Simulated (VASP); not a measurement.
Here is a VASP 6.6.1 calculation.

File INCAR:

```
SYSTEM = MgO
  ALGO = Normal
  EDIFF = 1E-6
  ENCUT = 520
  GGA = PS
  ISIF = 2
  ISMEAR = 0
  ISYM = 0
  LASPH = .True.
  LCHARG = .True.
  LELF = .True.
  LREAL = .False.
  LVHAR = .True.
  LWAVE = .False.
  NBANDS = 16
  NELM = 100
  PREC = Accurate
  SIGMA = 0.05
```

File KPOINTS:

```
k-points
0
Gamma
  12 12 8
  0 0 0
```

Contents of POSCAR:

```
MgO
1.0
    0.0000000000     -2.1071057207     -2.1071057207
   -2.1071057207      0.0000000000     -2.1071057207
    2.1071057207      2.1071057207     -4.2142114414
Mg O
2 2
Direct
    0.0000000000      0.0000000000      0.0000000000
    0.5000000000      0.5000000000      0.5000000000
    0.7500000000      0.7500000000      0.7500000000
    0.2500000000      0.2500000000      0.2500000000
```

Potentials or basis: VASP PAW PBE potentials, release 64 (Mg, O).

Launch:

```bash
$ cat potpaw_PBE.64/Mg/POTCAR potpaw_PBE.64/O/POTCAR > POTCAR
$ mpirun -np 1 vasp_std > vasp.out
```

Problem. Predict the band gap on the k mesh.

Solution. 4.62 eV.

Problem. Estimate the pressure.

Solution. -0.5 GPa.

Caveat: the PAW data sets were made with another functional, which shifts forces and pressure a little. A k mesh can miss the band edges.
